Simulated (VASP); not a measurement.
SrCl2, 3 atoms in the cell. The structure is tetragonal, space group I4/mmm (No. 139). The conventional cell has a = 4.817 Å, b = 4.817 Å, c = 7.034 Å, α = 90.00°, β = 90.00°, γ = 90.00°. Within 3.9 Å of Sr (site symmetry 4/mmm) lie 8 Cl at 2.98 Å. Within 3.9 Å of Cl (site symmetry -4m2) lie 4 Sr at 2.98 Å and 6 Cl at 3.41 to 3.52 Å. 

| Property | Result |
| --- | --- |
| Program | VASP 6.6.1 |
| Task | single point |
| Functional | PBE |
| Potentials or basis | VASP PAW PBE potentials, release 64 (Sr_sv, Cl) |
| Cutoff | 520 eV |
| k mesh | 6 × 6 × 6 |
| Occupations | gaussian, width 0.05 eV |
| Spin | no spin polarisation |
| Dipole correction | no |
| Further INCAR settings | ALGO = Normal; EDIFF = 1e-06; NBANDS = 19 |

Potentials or basis: VASP PAW PBE potentials, release 64 (Sr_sv, Cl).

Run with:

```bash
$ cat potpaw_PBE.64/Sr_sv/POTCAR potpaw_PBE.64/Cl/POTCAR > POTCAR
$ mpirun -np 1 vasp_std > vasp.out
```

Hardware: 1 thread of AMD EPYC 9R45 96-Core Processor (Zen 5) (shared host).

Problem. Estimate the wall time of this run.

Solution. Run time: 26 s on 1 thread of AMD EPYC 9R45 96-Core Processor (Zen 5), on a shared host, peak memory 0.19 GiB. Counts: scf iterations 13, k points 30.
